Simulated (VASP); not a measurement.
Write the native input for VASP 6.6.1 that does the following.

```
Task                   : single point
Functional             : r2SCAN
Potentials or basis    : VASP PAW PBE potentials, release 64 (Ga_d, N)
Cutoff                 : 520 eV
k mesh                 : 10 × 10 × 10
Occupations            : fermi-dirac, width 0.02 eV
Spin                   : non-collinear spin, zero start, spin-orbit coupling
Starting moments       : [[0.0, 0.0, 0.0], [0.0, 0.0, 0.0]] μB
Dipole correction      : no
Further INCAR settings : ALGO = Normal; EDIFF = 1e-07; NBANDS = 30
```

Crystal: GaN.

```xyz
2
Lattice="0.0000 2.0874 2.1301 2.0874 0.0000 2.1301 2.0874 2.0874 0.0000" Properties=species:S:1:pos:R:3 pbc="T T T"
Ga    0.0000    0.0000    0.0000
N     2.0874    2.0874    2.1301
```

This cell differs from its parent crystal: epitaxial xy strain -1.0%.

The input as run:

POSCAR

```
GaN
1.0
    0.0000000000      2.0874300820      2.1300713253
    2.0874300820      0.0000000000      2.1300713253
    2.0874300820      2.0874300820      0.0000000000
Ga N
1 1
Direct
    0.0000000000      0.0000000000      0.0000000000
    0.5000000000      0.5000000000      0.5000000000
```

INCAR.step1

```
PREC     = Accurate       # precision mode
ENCUT    = 520            # plane-wave cutoff, eV
ISMEAR   = -1             # smearing method
SIGMA    = 0.02           # smearing width, eV
LREAL    = False          # projectors in reciprocal space
LASPH    = True           # aspherical terms in the spheres
NELM     = 150            # most SCF steps
MAGMOM   = 0 0 0 0 0 0    # initial moments
LSORBIT  = True           # spin-orbit coupling
GGA_COMPAT= False        
NBANDS   = 30             # bands
GGA      = PE             # functional
ALGO     = Normal         # electronic algorithm
EDIFF    = 1E-4           # SCF threshold, eV
LWAVE    = True           # write WAVECAR
LCHARG   = False          # write CHGCAR
```

INCAR.step2

```
PREC     = Accurate       # precision mode
ENCUT    = 520            # plane-wave cutoff, eV
EDIFF    = 1E-7           # SCF threshold, eV
ISMEAR   = -1             # smearing method
SIGMA    = 0.02           # smearing width, eV
LREAL    = False          # projectors in reciprocal space
LASPH    = True           # aspherical terms in the spheres
NELM     = 150            # most SCF steps
ALGO     = Normal         # electronic algorithm
ISIF     = 2              # what is computed and relaxed
LWAVE    = False          # write WAVECAR
LCHARG   = False          # write CHGCAR
MAGMOM   = 0 0 0 0 0 0    # initial moments
LORBIT   = 11             # projections on sites
LSORBIT  = True           # spin-orbit coupling
GGA_COMPAT= False        
LORBMOM  = True         
METAGGA  = R2SCAN         # meta-GGA
LMIXTAU  = True         
NBANDS   = 30             # bands
ISTART   = 1
```

KPOINTS

```
regular mesh
0
Gamma
  10 10 10
```

Potentials or basis: VASP PAW PBE potentials, release 64 (Ga_d, N).

Command:

```sh
$ cat potpaw_PBE.64/Ga_d/POTCAR potpaw_PBE.64/N/POTCAR > POTCAR
$ cp INCAR.step1 INCAR
$ mpirun -np 1 vasp_ncl > vasp.out
$ cp INCAR.step2 INCAR
$ mpirun -np 1 vasp_ncl > vasp.out
```

Results of the run:

- Pressure: 4.0 GPa
- Net moment: 0.00 μB per cell
- Valence electrons inside the program's atomic spheres: Ga 11.63; N 3.79

Caveat: the cell differs from its parent crystal (epitaxial xy strain -1.0%); the cell stands under pressure; the PAW data sets were made with another functional, which shifts forces and pressure a little.

It took 14 min on 1 thread of Intel Xeon 8259CL, with other jobs on the host, peak memory 0.28 GiB.
